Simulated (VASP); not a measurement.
# ZnO (P6_3mc) in VASP: notebook, part 2 of 4

VASP 6.6.1. Earlier steps stand in the parts before.

## 3. Single point, PBE (11.96 Å³/atom)

This run uses another cell than the first one, of 11.96 Å³/atom.

INCAR

```
  PREC = Accurate
  ENCUT = 600
  EDIFF = 1E-6
  ISMEAR = 0
  SIGMA = 0.01
  LREAL = F
  LASPH = T
  NELM = 120
  ALGO = Normal
  ISIF = 2
  LWAVE = F
  LCHARG = F
  GGA = PE
  NBANDS = 26
  GGA_COMPAT = F
```

KPOINTS

```
Automatic mesh
0
Gamma
  9 9 4
```

POSCAR

```
ZnO
1.0
    3.2463964127      0.0000000000      0.0000000000
   -1.6231982063      2.8114617641      0.0000000000
    0.0000000000      0.0000000000      5.2396929560
Zn O
2 2
Direct
    0.3333333333      0.6666666667      0.4999596405
    0.6666666667      0.3333333333     -0.0000403595
    0.6666666667      0.3333333333      0.3790503595
    0.3333333333      0.6666666667      0.8790503595
```

Potentials or basis: VASP PAW PBE potentials, release 64 (Zn, O).

Started as:

```sh
> cat potpaw_PBE.64/Zn/POTCAR potpaw_PBE.64/O/POTCAR > POTCAR
> mpirun -np 1 vasp_std > vasp.out
```

OUTCAR:

```text
PREC = Accurate
   ENCUT = 600
   EDIFF = 1E-6
   ISMEAR = 0
   LREAL = F
   LASPH = T
   NELM = 120
   ISIF = 2
   GGA = PE

 ion  position               nearest neighbor table
   1  0.333  0.667  0.500-   3 1.98   3 1.98   3 1.98   4 1.99
   2  0.667  0.333  1.000-   4 1.98   4 1.98   4 1.98   3 1.99
   3  0.667  0.333  0.379-   1 1.98   1 1.98   1 1.98   2 1.99
   4  0.333  0.667  0.879-   2 1.98   2 1.98   2 1.98   1 1.99

  LATTYP: Found a hexagonal cell.
 ALAT       =     3.2463964127
 C/A-ratio  =     1.6140028172

  Lattice vectors:

 A1 = (   3.2463964127,   0.0000000000,   0.0000000000)
 A2 = (  -1.6231982063,   2.8114617641,   0.0000000000)
 A3 = (   0.0000000000,   0.0000000000,   5.2396929560)

Analysis of symmetry for initial positions (statically):
=====================================================================
 Subroutine PRICEL returns:
 Original cell was already a primitive cell.

 Routine SETGRP: Setting up the symmetry group for a
 hexagonal supercell.

 Subroutine GETGRP returns: Found 12 space group operations
 (whereof  6 operations were pure point group operations)
 out of a pool of 24 trial point group operations.

The static configuration has the point symmetry C_3v.
 The point group associated with its full space group is C_6v.

Analysis of symmetry for dynamics (positions and initial velocities):
=====================================================================
 Subroutine PRICEL returns:
 Original cell was already a primitive cell.

 Routine SETGRP: Setting up the symmetry group for a
 hexagonal supercell.

 Subroutine GETGRP returns: Found 12 space group operations
 (whereof  6 operations were pure point group operations)
 out of a pool of 24 trial point group operations.

The dynamic configuration has the point symmetry C_3v.
 The point group associated with its full space group is C_6v.

 Subroutine INISYM returns: Found 12 space group operations
 (whereof  6 operations are pure point group operations),
 and found     1 'primitive' translations

----------------------------------------------------------------------------------------

                                     Primitive cell

  volume of cell :      47.8233

  direct lattice vectors                    reciprocal lattice vectors
     3.246396413  0.000000000  0.000000000     0.308033854  0.177843429  0.000000000
    -1.623198206  2.811461764  0.000000000     0.000000000  0.355686858  0.000000000
     0.000000000  0.000000000  5.239692956     0.000000000  0.000000000  0.190850878

  length of vectors
     3.246396413  3.246396413  5.239692956     0.355686858  0.355686858  0.190850878

  position of ions in fractional coordinates (direct lattice)
     0.333333333  0.666666667  0.499959641
     0.666666667  0.333333333  0.999959641
     0.666666667  0.333333333  0.379050359
     0.333333333  0.666666667  0.879050359

  ion indices of the primitive-cell ions
   primitive index   ion index
                 1           1
                 2           2
                 3           3
                 4           4

----------------------------------------------------------------------------------------

 KPOINTS: Automatic mesh

Automatic generation of k-mesh.
 Grid dimensions read from file:
 generate k-points for:    9    9    4

 Generating k-lattice:

  Cartesian coordinates                     Fractional coordinates (reciprocal lattice)
     0.034225984  0.019760381  0.000000000     0.111111111  0.000000000  0.000000000
     0.000000000  0.039520762  0.000000000     0.000000000  0.111111111  0.000000000
     0.000000000  0.000000000  0.047712719     0.000000000  0.000000000  0.250000000

  Length of vectors
     0.039520762  0.039520762  0.047712719

  Shift w.r.t. Gamma in fractional coordinates (k-lattice)
     0.000000000  0.000000000  0.000000000

 Subroutine IBZKPT returns following result:
 ===========================================

 Found     36 irreducible k-points:

 Following reciprocal coordinates:
            Coordinates               Weight
  0.000000  0.000000  0.000000      1.000000
  0.111111  0.000000  0.000000      6.000000
  0.222222  0.000000  0.000000      6.000000
  0.333333  0.000000  0.000000      6.000000
  0.444444  0.000000  0.000000      6.000000
  0.111111  0.111111  0.000000      6.000000
[... 16 lines left out ...]
  0.333333  0.222222  0.250000     24.000000
  0.333333  0.333333  0.250000      4.000000
 [... further k-points ...]
   k-points           NKPTS =     36   k-points in BZ     NKDIM =     36   number of bands    NBANDS=     26
   number of dos      NEDOS =    301   number of ions     NIONS =      4
   total plane-waves  NPLWV =  32928
   dimension x,y,z NGX =    28 NGY =   28 NGZ =   42
   dimension x,y,z NGXF=    56 NGYF=   56 NGZF=   84
   ions per type =               2   2
   NGX,Y,Z   is equivalent  to a cutoff of  14.34, 14.34, 13.33 a.u.
   NGXF,Y,Z  is equivalent  to a cutoff of  28.68, 28.68, 26.65 a.u.
 SYSTEM =  unknown system
   PREC   = accura    normal or accurate (medium, high low for compatibility)
   ISTART =      0    job   : 0-new  1-cont  2-samecut
   ICHARG =      2    charge: 1-file 2-atom 10-const
   ISPIN  =      1    spin polarized calculation?
   LNONCOLLINEAR =      F non collinear calculations
   LSORBIT =      F    spin-orbit coupling
   LASPH  =      T    aspherical Exc in radial PAW
   ENCUT  =  600.0 eV  44.10 Ry    6.64 a.u.   6.48  6.48 10.46*2*pi/ulx,y,z
   NELM   =    120;   NELMIN=  2; NELMDL= -5     # of ELM steps
   EDIFF  = 0.1E-05   stopping-criterion for ELM
   LREAL  =      F    real-space projection
   EDIFFG = 0.1E-04   stopping-criterion for IOM
   NSW    =      0    number of steps for IOM
   IBRION =     -1    ionic relax: 0-MD 1-quasi-New 2-CG
   NFREE  =      0    steps in history (QN), initial steepest desc. (CG)
   ISIF   =      2    stress and relaxation
   ISYM   =      2    0-nonsym 1-usesym 2-fastsym
   POTIM  = 0.5000    time-step for ionic-motion
   TEBEG  =    0.0;   TEEND  =   0.0 temperature during run
   PSTRESS=    0.0 pullay stress
   NELECT =      36.0000    total number of electrons
   NUPDOWN=      -1.0000    fix difference up-down
   EMIN   =  10.00;   EMAX   =-10.00  energy-range for DOS
   EFERMI =   0.00;   METHOD = LEGACY
   ISMEAR =     0;   SIGMA  =   0.01  broadening in eV -4-tet -1-fermi 0-gaus
   EFERMI_NEDOS =   21; number of points for ismear=-14 and -15
   IALGO  =     38    algorithm
   IMIX   =      4    mixing-type and parameters
     AMIX     =   0.40;   BMIX     =  1.00
     AMIX_MAG =   1.60;   BMIX_MAG =  1.00
  volume/ion in A,a.u.               =      11.96        80.68
  Fermi-wavevector in a.u.,A,eV,Ry     =   1.489232  2.814241 30.175179  2.217813
  Thomas-Fermi vector in A             =   2.602167
   LORBIT       =      0    0 simple, 1 ext, 2 COOP (PROOUT), +10 PAW based schemes
   GGA     = PE    functional components
   LHFCALC =     F    Hartree Fock is set to
   AEXX    =    0.0000 exact exchange contribution
   IVDW    =     0    specifies the selected vdW correction
   LEPSILON=     F    determine dielectric tensor
   LRPA    =     F    only Hartree local field effects (RPA)
 non-spin polarized calculation
 Gauss-broadening in eV      SIGMA  =   0.01
  energy-cutoff  :      600.00
  volume of cell :       47.82
 maximum number of plane-waves:      1629
 NGX is ok and might be reduce to    28
   NGX = 13   NGY = 13   NGZ = 21

 number of electron      36.0000012 magnetization

 Free energy of the ion-electron system (eV)
  ---------------------------------------------------
  ext. energy  EPLUGINS =         0.00000000
  ---------------------------------------------------
  free energy    TOTEN  =       -17.83526746 eV

  energy without entropy =      -17.83526746  energy(sigma->0) =      -17.83526746

 E-fermi :   1.2352     XC(G=0): -10.8864

 val. band max:        1.1639651430   @ k =   0.0000   0.0000   0.0000
 cond. band min:       1.9375983371   @ k =   0.0000   0.0000   0.0000
 fundamental gap:      0.7736331941
 Fermi energy:         1.2351688772

 k-point     1 :       0.0000    0.0000    0.0000
  band No.  band energies     occupation
      1     -16.8937      2.00000
      2     -16.1814      2.00000
      3      -4.5132      2.00000
      4      -4.5132      2.00000
      5      -4.4698      2.00000
      6      -4.4487      2.00000
[... 685 lines left out ...]
     25      14.9197      0.00000
     26      16.0320      0.00000

 [... further k-points ...]

------------------------ aborting loop because EDIFF is reached ----------------------------------------

  FORCE on cell =-STRESS in cart. coord.  units (eV):
  Direction    XX          YY          ZZ          XY          YZ          ZX
  --------------------------------------------------------------------------------------
  -------------------------------------------------------------------------------------
  Total        1.5247299      1.5247299      1.5096530      0.0000000      0.0000000      0.0000000
  in kB       51.0815336     51.0815336     50.5764274      0.0000000      0.0000000      0.0000000
  external PRESSURE =      50.9131649 kB  Pullay stress =       0.0000000 kB

 VOLUME and BASIS-vectors are now :
 -----------------------------------------------------------------------------
  energy-cutoff  :      600.00
  volume of cell :       47.82
      direct lattice vectors                 reciprocal lattice vectors
     3.246396413  0.000000000  0.000000000     0.308033854  0.177843429  0.000000000
    -1.623198206  2.811461764  0.000000000     0.000000000  0.355686858  0.000000000
     0.000000000  0.000000000  5.239692956     0.000000000  0.000000000  0.190850878

 POSITION                                       TOTAL-FORCE (eV/Angst)
 -----------------------------------------------------------------------------------
     -0.00000      1.87431      2.61964        -0.000000     -0.000000      0.001848
      1.62320      0.93715      5.23948         0.000000      0.000000      0.001848
      1.62320      0.93715      1.98611         0.000000     -0.000000     -0.001848
     -0.00000      1.87431      4.60595        -0.000000      0.000000     -0.001848
 -----------------------------------------------------------------------------------
    total drift:                                0.000000      0.000000     -0.000659

  FREE ENERGIE OF THE ION-ELECTRON SYSTEM (eV)
  ---------------------------------------------------
  free  energy   TOTEN  =       -17.8352674569 eV

  energy  without entropy=      -17.8352674569  energy(sigma->0) =      -17.83526746
```

OSZICAR:

```text
N       E                     dE             d eps       ncg     rms          rms(c)
DAV:   1     0.316893781588E+03    0.31689E+03   -0.19909E+04  1888   0.222E+03
DAV:   2     0.138527206215E+02   -0.30304E+03   -0.28266E+03  1992   0.443E+02
DAV:   3    -0.203288055389E+02   -0.34182E+02   -0.33616E+02  2026   0.147E+02
DAV:   4    -0.210714995317E+02   -0.74269E+00   -0.74090E+00  2024   0.218E+01
DAV:   5    -0.210753094256E+02   -0.38099E-02   -0.38096E-02  2044   0.163E+00    0.146E+01
DAV:   6    -0.176621084805E+02    0.34132E+01   -0.65753E+00  2918   0.618E+01    0.895E+00
DAV:   7    -0.178738304316E+02   -0.21172E+00   -0.29738E+00  1950   0.171E+01    0.537E+00
DAV:   8    -0.178852018964E+02   -0.11371E-01   -0.51251E-01  2774   0.776E+00    0.165E+00
DAV:   9    -0.178323273354E+02    0.52875E-01   -0.10888E-01  2770   0.658E+00    0.293E-01
DAV:  10    -0.178351622453E+02   -0.28349E-02   -0.38101E-02  1902   0.134E+00    0.134E-01
DAV:  11    -0.178352271663E+02   -0.64921E-04   -0.55110E-04  2062   0.253E-01    0.333E-02
DAV:  12    -0.178352638067E+02   -0.36640E-04   -0.97600E-05  2138   0.261E-01    0.183E-02
DAV:  13    -0.178352735392E+02   -0.97325E-05   -0.23750E-05  2124   0.100E-01    0.208E-02
DAV:  14    -0.178352675592E+02    0.59800E-05   -0.13986E-05  2306   0.411E-02    0.251E-03
DAV:  15    -0.178352674569E+02    0.10233E-06   -0.35414E-06  1816   0.172E-02
   1 F= -.17835267E+02 E0= -.17835267E+02  d E =-.333618E-26
```

It took 57 s on 1 thread of Intel Xeon 6975P-C (Granite Rapids), shared host; peak memory 0.19 GiB.

What came out:

```yaml
Free_energy: -17.8353 eV
Pressure: 5.1 GPa
Band_gap_on_the_k_mesh: 0.77 eV
```

Levels at points of the mesh, in eV from the valence-band top:
| k point | band 16 | band 17 | band 18 | band 19 | band 20 | band 21 |
| --- | --- | --- | --- | --- | --- | --- |
| (0.00, 0.00, 0.00) | -0.09 | 0.00 | 0.00 | 0.77 | 5.21 | 8.17 |
| (0.00, 0.00, 0.50) | -0.39 | -0.39 | -0.39 | 3.44 | 3.44 | 10.04 |

Caveat: the cell stands under pressure. PBE gaps usually lie below the measured ones, often by a third to a half.

(Continued in part 3 of 4.)
